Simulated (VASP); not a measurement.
# Cs: single point with r2SCAN

Crystal: Cs.

```
Cs
1.0
     0.00000    3.95362    3.95362
     3.95362    0.00000    3.95362
     3.95362    3.95362    0.00000
Cs
1
Direct
  0.00000 0.00000 0.00000
```

This isn't the form of Cs at room conditions, which is bcc.

```json
{
  "Program": "VASP 6.6.1",
  "Task": "single point",
  "Functional": "r2SCAN",
  "Potentials or basis": "VASP PAW PBE potentials, release 64 (Cs_sv)",
  "Cutoff": "550 eV",
  "k mesh": "7 × 7 × 7",
  "Occupations": "fermi-dirac, width 0.1 eV",
  "Spin": "no spin polarisation"
}
```

```yaml
Pressure: 0.0 GPa
Band_gap_on_the_k_mesh: zero (an odd number of electrons rules out a gap without spin polarisation)
```

Levels at points of the mesh, in eV from the Fermi level:
| k point | band 2 | band 3 | band 4 | band 5 | band 6 | band 7 | band 8 | band 9 |
| --- | --- | --- | --- | --- | --- | --- | --- | --- |
| (0.00, 0.00, 0.00) | -11.22 | -11.22 | -11.22 | -1.72 | 2.70 | 2.70 | 2.70 | 3.80 |

Run time: 3.5 min on 1 thread of Intel(R) Xeon(R) Platinum 8259CL CPU @ 2.50GHz (Skylake/Cascade Lake) (shared host), peak memory 0.34 GiB.

Caveat: the PAW data sets were made with another functional, which shifts forces and pressure a little; spin-orbit coupling is left out, which moves the levels of the heavy elements.
